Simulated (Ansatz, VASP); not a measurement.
Two plane-wave programs on MgS5

```
Mg S
1.0
     5.78105    0.00000    0.00000
    -2.89052    5.00653    0.00000
     0.00000    0.00000    4.73226
Mg S
1 5
Cartesian
  0.0000 0.0000 0.0000
  2.8905 0.0000 2.3661
  1.4453 2.5033 2.3661
  -1.4453 2.5033 2.3661
  0.0000 3.3377 0.0000
  2.8905 1.6688 0.0000
```

Change from the starting cell: species swapped into the YCu5 type (P6/mmm, No. 191).

Alike in both runs: task relaxation of cell and atoms; functional PBE; k mesh 3 × 3 × 4; occupations gaussian, width 0.1 eV; no spin polarisation.

|  | VASP | Ansatz |
| --- | --- | --- |
| version | VASP 6.6.1 | Ansatz 0.2.0 |
| potentials or method | VASP PAW PBE potentials, release 64 (Mg, S), cutoff 600 eV | scalar-relativistic, plane waves, PAW |
| valence electrons in the cell | 32 | 40 |

```csv
,VASP,Ansatz,Ansatz less VASP
"gap on the k mesh at the Fermi level, each at its own relaxed structure (eV)",none,none,-
relaxed volume (Å³/atom),18.91,18.60,-0.307
relaxed cell length with the largest relative difference (Å),3.924,4.084,+0.1609
```

A gap of «none» marks a metal or a gap that the smearing closes. VASP's potentials hold 32 valence electrons a cell and Ansatz's 40, so a difference there can come from the potentials and not from the codes.

The k mesh is coarse, so the values compare programs but aren't converged. Noted on VASP's run: the volume moved by over 15 % at a fixed basis, so the end points are rough.
